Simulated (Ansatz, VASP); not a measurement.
One calculation of ZrB2, two programs

The input INCAR:

```
PREC = Accurate ; ENCUT = 520
EDIFF = 1E-8 ; ISMEAR = -1
SIGMA = 0.05 ; LREAL = False
LASPH = True ; NELM = 100
ALGO = Normal ; ISIF = 2
LWAVE = False ; LCHARG = False
GGA = PE ; LEFG = True
NBANDS = 16
```

Contents of KPOINTS:

```
Automatic mesh
0
Gamma
  12 12 9
```

POSCAR

```
ZrB2
1.0
    3.1859607001      0.0000000000      0.0000000000
   -1.5929803501      2.7591229018      0.0000000000
    0.0000000000      0.0000000000      3.5433119376
Zr B
1 2
Direct
    0.0000000000      0.0000000000      0.0000000000
    0.3333333333      0.6666666667      0.5000000000
    0.6666666667      0.3333333333      0.5000000000
```

Input for Ansatz:

```yaml
crystal:
  lattice:
    - [3.1859607001, 0.0, 0.0]
    - [-1.5929803501, 2.7591229018, 0.0]
    - [0.0, 0.0, 3.5433119376]
  atoms:
    - { symbol: Zr, position: [0.0, 0.0, 0.0] }
    - { symbol: B, position: [0.3333333333, 0.6666666667, 0.5] }
    - { symbol: B, position: [0.6666666667, 0.3333333333, 0.5] }
kpoints:
  mp_grid: { grid: [12, 12, 9] }
scf:
  occupations: { method: fermi_dirac, width: 0.05 }
hamiltonian:
  xc: pbe
  pseudopotentials: { kind: paw }
output:
  forces: true
  stress: true
  eigenvalues: true
  efg: { contact_densities: true }
```

Change from the starting cell: volume scaled by 1.02, PAW files.

Alike in both runs: task electric field gradients; functional PBE; k mesh 12 × 12 × 9; occupations fermi-dirac, width 0.05 eV; no spin polarisation.

|  | VASP | Ansatz |
| --- | --- | --- |
| version | VASP 6.6.1 | Ansatz 0.2.0 |
| potentials or method | VASP PAW PBE potentials, release 64 (Zr_sv, B) | PAW with Ansatz's default frozen-core files, scalar-relativistic |
| plane-wave cutoff (eV) | 520 | 420 |
| valence electrons in the cell | 18 | 18 |

```csv
,VASP,Ansatz,Ansatz less VASP
pressure (GPa),-2.2,-2.3,-0.13
"traceless stress, the component that is largest in VASP (GPa)",1.26,1.22,-0.041
size of Vzz on the site where it differs most (V/Å²),40.8,44.3,+3.49
```

The functional is the same, so the differences come from potentials, cutoffs and numerics.
